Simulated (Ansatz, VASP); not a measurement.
# One calculation of WS2, two programs

```
S W
1.0
     3.09423    0.00000    0.00000
    -1.54712    2.70675    0.00000
     0.00000    0.00000   30.08000
S W
2 1
Direct
  0.66647 0.33293 0.29932
  0.66647 0.33293 0.40347
  0.33373 0.66746 0.35140
```

Alike in both runs: functional LDA; k mesh 12 × 12 × 1; occupations gaussian, width 0.02 eV; no spin polarisation.

Ansatz relaxed the structure, and its values are those at the end. VASP's run is a single point on that final structure, the one shown.

```csv
,VASP,Ansatz
version,VASP 6.6.1,Ansatz 0.2.0
potentials or method,"VASP PAW LDA potentials, release 64 (S, W_sv)","scalar-relativistic, plane waves, PAW"
plane-wave cutoff (eV),400,420
valence electrons in the cell,26,26
```

```csv
,VASP,Ansatz,Ansatz less VASP
rms of the force components (eV/Å),0.023,0.001,-0.0220
```

LDA's correlation is that of Perdew and Zunger in VASP and of Perdew and Wang (1992) in Ansatz.

Spin-orbit coupling is off throughout.
